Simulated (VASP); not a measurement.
# Ta2N (P-3m1) in VASP: a series of runs

Ta2N is run at these levels: PBE; tasks: single point.

Everything below comes from runs of VASP 6.6.1. Logs are shortened: lines on timing, memory, paths and dates and some standing lists are left out, and cuts for length are marked.

## 1. The cell of the first run

It takes space group P-3m1 (No. 164, trigonal). The conventional cell has a = 3.101 Å, b = 3.101 Å, c = 10.514 Å, α = 90.00°, β = 90.00°, γ = 120.00°. Within 2.9 Å of Ta (site symmetry 3m) lie 3 N at 2.18 Å. Ta (site symmetry 3m) has 3 N at 2.18 Å and 12 Ta at 2.99 to 3.10 Å within 3.2 Å. Within 2.9 Å of N (site symmetry 3m) lie 6 Ta at 2.18 Å.

## 2. Single point, PBE (the distance across one plane changed)

INCAR reads:

```
PREC     = Accurate       # precision mode
ENCUT    = 520            # plane-wave cutoff, eV
EDIFF    = 1E-7           # SCF threshold, eV
ISMEAR   = 0              # smearing method
SIGMA    = 0.15           # smearing width, eV
LREAL    = False          # projectors in reciprocal space
LASPH    = True           # aspherical terms in the spheres
NELM     = 100            # most SCF steps
ALGO     = Normal         # electronic algorithm
ISIF     = 2              # what is computed and relaxed
LWAVE    = False          # write WAVECAR
LCHARG   = False          # write CHGCAR
GGA      = PE             # functional
NBANDS   = 36             # bands
```

KPOINTS reads:

```
Automatic mesh
0
Gamma
  17 17 5
```

POSCAR reads:

```
Ta2N
1.0
   -3.1011400595      0.0000000000      0.0000000000
   -1.5505700297     -2.6856660722      0.0000000000
    0.0000000000      0.0000000000     10.5137800776
Ta N
4 2
Direct
    0.6666666667      0.6666666667      0.1137173719
    0.6666666667      0.6666666667      0.5780498958
    0.3333333333      0.3333333333      0.8149476758
    0.3333333333      0.3333333333      0.3506151520
    0.0000000000      0.0000000000      0.6964987858
    0.0000000000      0.0000000000      0.2321662619
```

Potentials or basis: VASP PAW PBE potentials, release 64 (Ta_pv, N).

Launch:

```console
cat potpaw_PBE.64/Ta_pv/POTCAR potpaw_PBE.64/N/POTCAR > POTCAR
mpirun -np 1 vasp_std > vasp.out
```

OUTCAR:

```text
PREC = Accurate
   ENCUT = 520
   EDIFF = 1E-7
   ISMEAR = 0
   LREAL = False
   LASPH = True
   NELM = 100
   ISIF = 2
   GGA = PE

 ion  position               nearest neighbor table
   1  0.667  0.667  0.114-   6 2.18   6 2.18   6 2.18   4 3.07   4 3.07   4 3.07
   2  0.667  0.667  0.578-   5 2.18   5 2.18   5 2.18   4 2.99   4 2.99   4 2.99   3 3.07   3 3.07
                             3 3.07
   3  0.333  0.333  0.815-   5 2.18   5 2.18   5 2.18   2 3.07   2 3.07   2 3.07
   4  0.333  0.333  0.351-   6 2.18   6 2.18   6 2.18   2 2.99   2 2.99   2 2.99   1 3.07   1 3.07
                             1 3.07
   5  0.000  0.000  0.696-   3 2.18   2 2.18   3 2.18   2 2.18   3 2.18   2 2.18
   6  0.000  0.000  0.232-   1 2.18   1 2.18   1 2.18   4 2.18   4 2.18   4 2.18

  LATTYP: Found a hexagonal cell.
 ALAT       =     3.1011400595
 C/A-ratio  =     3.3902951418

  Lattice vectors:

 A1 = (   1.5505700297,   2.6856660722,   0.0000000000)
 A2 = (  -3.1011400595,   0.0000000000,   0.0000000000)
 A3 = (   0.0000000000,   0.0000000000,  10.5137800776)

Analysis of symmetry for initial positions (statically):
=====================================================================
 Subroutine PRICEL returns:
 Original cell was already a primitive cell.

 Routine SETGRP: Setting up the symmetry group for a
 hexagonal supercell.

 Subroutine GETGRP returns: Found 12 space group operations
 (whereof  6 operations were pure point group operations)
 out of a pool of 24 trial point group operations.

The static configuration has the point symmetry C_3v.
 The point group associated with its full space group is D_3d.

Analysis of symmetry for dynamics (positions and initial velocities):
=====================================================================
 Subroutine PRICEL returns:
 Original cell was already a primitive cell.

 Routine SETGRP: Setting up the symmetry group for a
 hexagonal supercell.

 Subroutine GETGRP returns: Found 12 space group operations
 (whereof  6 operations were pure point group operations)
 out of a pool of 24 trial point group operations.

The dynamic configuration has the point symmetry C_3v.
 The point group associated with its full space group is D_3d.

 Subroutine INISYM returns: Found 12 space group operations
 (whereof  6 operations are pure point group operations),
 and found     1 'primitive' translations

----------------------------------------------------------------------------------------

                                     Primitive cell

  volume of cell :      87.5653

  direct lattice vectors                    reciprocal lattice vectors
    -3.101140060  0.000000000  0.000000000    -0.322462056  0.186173555  0.000000000
    -1.550570030 -2.685666072  0.000000000     0.000000000 -0.372347110  0.000000000
     0.000000000  0.000000000 10.513780078     0.000000000  0.000000000  0.095113270

  length of vectors
     3.101140060  3.101140059 10.513780078     0.372347110  0.372347110  0.095113270

  position of ions in fractional coordinates (direct lattice)
     0.666666667  0.666666667  0.113717372
     0.666666667  0.666666667  0.578049896
     0.333333333  0.333333333  0.814947676
     0.333333333  0.333333333  0.350615152
     0.000000000  0.000000000  0.696498786
     0.000000000  0.000000000  0.232166262

  ion indices of the primitive-cell ions
   primitive index   ion index
                 1           1
                 2           2
                 3           3
                 4           4
                 5           5
                 6           6

----------------------------------------------------------------------------------------

 KPOINTS: Automatic mesh

Automatic generation of k-mesh.
 Grid dimensions read from file:
 generate k-points for:   17   17    5

 Generating k-lattice:

  Cartesian coordinates                     Fractional coordinates (reciprocal lattice)
    -0.018968356  0.010951386  0.000000000     0.058823529  0.000000000  0.000000000
     0.000000000 -0.021902771  0.000000000     0.000000000  0.058823529  0.000000000
     0.000000000  0.000000000  0.019022654     0.000000000  0.000000000  0.200000000

  Length of vectors
     0.021902771  0.021902771  0.019022654

  Shift w.r.t. Gamma in fractional coordinates (k-lattice)
     0.000000000  0.000000000  0.000000000

 Subroutine IBZKPT returns following result:
 ===========================================

 Found    147 irreducible k-points:

 Following reciprocal coordinates:
            Coordinates               Weight
  0.000000  0.000000  0.000000      1.000000
  0.058824 -0.000000  0.000000      6.000000
  0.117647 -0.000000  0.000000      6.000000
  0.176471  0.000000  0.000000      6.000000
  0.235294 -0.000000  0.000000      6.000000
  0.294118 -0.000000  0.000000      6.000000
[... 16 lines left out ...]
 -0.470588  0.117647  0.000000     12.000000
  0.352941  0.176471  0.000000      6.000000
 [... further k-points ...]
   k-points           NKPTS =    147   k-points in BZ     NKDIM =    147   number of bands    NBANDS=     36
   number of dos      NEDOS =    301   number of ions     NIONS =      6
   total plane-waves  NPLWV =  46080
   dimension x,y,z NGX =    24 NGY =   24 NGZ =   80
   dimension x,y,z NGXF=    48 NGYF=   48 NGZF=  160
   ions per type =               4   2
   NGX,Y,Z   is equivalent  to a cutoff of  12.87, 12.87, 12.65 a.u.
   NGXF,Y,Z  is equivalent  to a cutoff of  25.73, 25.73, 25.30 a.u.
 SYSTEM =  unknown system
   PREC   = accura    normal or accurate (medium, high low for compatibility)
   ISTART =      0    job   : 0-new  1-cont  2-samecut
   ICHARG =      2    charge: 1-file 2-atom 10-const
   ISPIN  =      1    spin polarized calculation?
   LNONCOLLINEAR =      F non collinear calculations
   LSORBIT =      F    spin-orbit coupling
   LASPH  =      T    aspherical Exc in radial PAW
   ENCUT  =  520.0 eV  38.22 Ry    6.18 a.u.   5.77  5.77 19.55*2*pi/ulx,y,z
   NELM   =    100;   NELMIN=  2; NELMDL= -5     # of ELM steps
   EDIFF  = 0.1E-06   stopping-criterion for ELM
   LREAL  =      F    real-space projection
   EDIFFG = 0.1E-05   stopping-criterion for IOM
   NSW    =      0    number of steps for IOM
   IBRION =     -1    ionic relax: 0-MD 1-quasi-New 2-CG
   NFREE  =      0    steps in history (QN), initial steepest desc. (CG)
   ISIF   =      2    stress and relaxation
   ISYM   =      2    0-nonsym 1-usesym 2-fastsym
   POTIM  = 0.5000    time-step for ionic-motion
   TEBEG  =    0.0;   TEEND  =   0.0 temperature during run
   PSTRESS=    0.0 pullay stress
   NELECT =      54.0000    total number of electrons
   NUPDOWN=      -1.0000    fix difference up-down
   EMIN   =  10.00;   EMAX   =-10.00  energy-range for DOS
   EFERMI =   0.00;   METHOD = LEGACY
   ISMEAR =     0;   SIGMA  =   0.15  broadening in eV -4-tet -1-fermi 0-gaus
   EFERMI_NEDOS =   21; number of points for ismear=-14 and -15
   IALGO  =     38    algorithm
   IMIX   =      4    mixing-type and parameters
     AMIX     =   0.40;   BMIX     =  1.00
     AMIX_MAG =   1.60;   BMIX_MAG =  1.00
  volume/ion in A,a.u.               =      14.59        98.49
  Fermi-wavevector in a.u.,A,eV,Ry     =   1.393463  2.633263 26.418950  1.941738
  Thomas-Fermi vector in A             =   2.517106
   LORBIT       =      0    0 simple, 1 ext, 2 COOP (PROOUT), +10 PAW based schemes
   GGA     = PE    functional components
   LHFCALC =     F    Hartree Fock is set to
   AEXX    =    0.0000 exact exchange contribution
   IVDW    =     0    specifies the selected vdW correction
   LEPSILON=     F    determine dielectric tensor
   LRPA    =     F    only Hartree local field effects (RPA)
 non-spin polarized calculation
 Gauss-broadening in eV      SIGMA  =   0.15
  energy-cutoff  :      520.00
  volume of cell :       87.57
 maximum number of plane-waves:      2378
   NGX = 11   NGY = 11   NGZ = 39

 number of electron      54.0000001 magnetization

 Free energy of the ion-electron system (eV)
  ---------------------------------------------------
  ext. energy  EPLUGINS =         0.00000000
  ---------------------------------------------------
  free energy    TOTEN  =       -67.65439979 eV

  energy without entropy =      -67.62330973  energy(sigma->0) =      -67.63885476

 E-fermi :   6.6392     XC(G=0): -12.4250

 val. band max:        6.6387450380   @ k =  -0.3529   0.2941   0.2000
 cond. band min:       6.6452936292   @ k =   0.1176   0.1176   0.2000
 fundamental gap:      0.0065485911
 Fermi energy:         6.6392088940

 k-point     1 :       0.0000    0.0000    0.0000
  band No.  band energies     occupation
      1     -28.9936      2.00000
      2     -28.8143      2.00000
      3     -28.4971      2.00000
      4     -28.3151      2.00000
      5     -28.3151      2.00000
      6     -28.3068      2.00000
[... 28 lines left out ...]
     35       8.2061      0.00000
     36       8.6012      0.00000

 k-point     2 :       0.0588   -0.0000    0.0000
  band No.  band energies     occupation
      1     -28.9854      2.00000
      2     -28.8126      2.00000
      3     -28.4999      2.00000
      4     -28.3365      2.00000
      5     -28.3248      2.00000
      6     -28.3211      2.00000
[... 28 lines left out ...]
     35       8.3531      0.00000
     36       8.5746      0.00000

 k-point     3 :       0.1176   -0.0000    0.0000
  band No.  band energies     occupation
      1     -28.9616      2.00000
      2     -28.8086      2.00000
      3     -28.5132      2.00000
      4     -28.3970      2.00000
      5     -28.3728      2.00000
      6     -28.3380      2.00000
[... 28 lines left out ...]
     35       8.8787      0.00000
     36       8.9597      0.00000
[... 742 lines left out ...]
 k-point    23 :      -0.4706    0.1176    0.0000
  band No.  band energies     occupation
      1     -28.9514      2.00000
      2     -28.9202      2.00000
      3     -28.8827      2.00000
      4     -28.7766      2.00000
      5     -28.6103      2.00000
      6     -28.5607      2.00000
[... 28 lines left out ...]
     35      10.6419      0.00000
     36      10.7573      0.00000

 k-point    24 :       0.3529    0.1765    0.0000
  band No.  band energies     occupation
      1     -28.8398      2.00000
      2     -28.8373      2.00000
      3     -28.6994      2.00000
      4     -28.6620      2.00000
      5     -28.6240      2.00000
      6     -28.5055      2.00000
[... 28 lines left out ...]
     35       9.8545      0.00000
     36      10.1272      0.00000

 [... further k-points ...]

------------------------ aborting loop because EDIFF is reached ----------------------------------------

  FORCE on cell =-STRESS in cart. coord.  units (eV):
  Direction    XX          YY          ZZ          XY          YZ          ZX
  --------------------------------------------------------------------------------------
  -------------------------------------------------------------------------------------
  Total       -2.2683569     -2.2683569     -7.5135803      0.0000000      0.0000000     -0.0000000
  in kB      -41.5039745    -41.5039745   -137.4754756      0.0000000      0.0000000     -0.0000000
  external PRESSURE =     -73.4944749 kB  Pullay stress =       0.0000000 kB

 VOLUME and BASIS-vectors are now :
 -----------------------------------------------------------------------------
  energy-cutoff  :      520.00
  volume of cell :       87.57
      direct lattice vectors                 reciprocal lattice vectors
    -3.101140060  0.000000000  0.000000000    -0.322462056  0.186173555  0.000000000
    -1.550570030 -2.685666072  0.000000000     0.000000000 -0.372347110  0.000000000
     0.000000000  0.000000000 10.513780078     0.000000000  0.000000000  0.095113270

 POSITION                                       TOTAL-FORCE (eV/Angst)
 -----------------------------------------------------------------------------------
     -3.10114     -1.79044      1.19560        -0.000000      0.000000     -1.816643
     -3.10114     -1.79044      6.07749        -0.000000      0.000000      0.028376
     -1.55057     -0.89522      8.56818         0.000000     -0.000000      1.816643
     -1.55057     -0.89522      3.68629         0.000000     -0.000000     -0.028376
      0.00000      0.00000      7.32284        -0.000000      0.000000      0.066901
      0.00000      0.00000      2.44095        -0.000000     -0.000000     -0.066901
 -----------------------------------------------------------------------------------
    total drift:                               -0.000000     -0.000000      0.000006

  FREE ENERGIE OF THE ION-ELECTRON SYSTEM (eV)
  ---------------------------------------------------
  free  energy   TOTEN  =       -67.6543997883 eV

  energy  without entropy=      -67.6233097255  energy(sigma->0) =      -67.63885476
```

Run time: 7.4 min. Hardware: 1 thread of Intel Xeon 8259CL, shared host; peak memory 0.43 GiB.

Results:

- Free energy: -67.6544 eV
- Pressure: -7.3 GPa
- Largest force: 1.817 eV/Å
- Band gap on the k mesh: zero (bands 27 and 28 overlap by 0.94 eV)

Forces in eV/Å, atoms in the order of the input:
```
Ta   0.000  0.000 -1.817
Ta   0.000  0.000  0.028
Ta   0.000  0.000  1.817
Ta   0.000  0.000 -0.028
N    0.000  0.000  0.067
N    0.000  0.000 -0.067
```

Caveat: the cell differs from its parent crystal (the distance across one plane changed); the stress differs along the axes, from -14 to -4 GPa; spin-orbit coupling is left out, which moves the levels of the heavy elements; forces of over 1 eV/Å act on the atoms, so gaps and moduli don't describe the material at rest.

(Part 1 of 3 ends here.)
